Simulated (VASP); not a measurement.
## MgS (Niningerite): single point with LDA

The system is MgS (Niningerite).

```xyz
2
Lattice="0.0000 2.6016 2.6016 2.6016 0.0000 2.6016 2.6016 2.6016 0.0000" Properties=species:S:1:pos:R:3 pbc="T T T"
S     2.6016    2.6016    2.6016
Mg    0.0000    0.0000    0.0000
```

```yaml
Program: VASP 6.6.1
Task: single point
Functional: LDA
Potentials_or_basis: VASP PAW LDA potentials, release 64 (S, Mg)
Cutoff: 520 eV
k_mesh: 7 × 7 × 7
Occupations: gaussian, width 0.005 eV
Spin: no spin polarisation
```

```yaml
Pressure: -3.8 GPa
Band_gap_on_the_k_mesh: 2.77 eV, indirect (least direct gap 3.49 eV)
```

Levels at points of the mesh, in eV from the valence-band top:
| k point | band 1 | band 2 | band 3 | band 4 | band 5 | band 6 | band 7 | band 8 | band 9 |
| --- | --- | --- | --- | --- | --- | --- | --- | --- | --- |
| (0.00, 0.00, 0.00) | -12.64 | 0.00 | 0.00 | 0.00 | 3.49 | 7.84 | 7.84 | 7.84 | 10.27 |

It took 17 s on 1 thread of AMD EPYC 7R13, with other jobs on the host, peak memory 0.11 GiB.

A k mesh can miss the band edges. A hybrid or GW would open this gap; LDA tends to underestimate it.
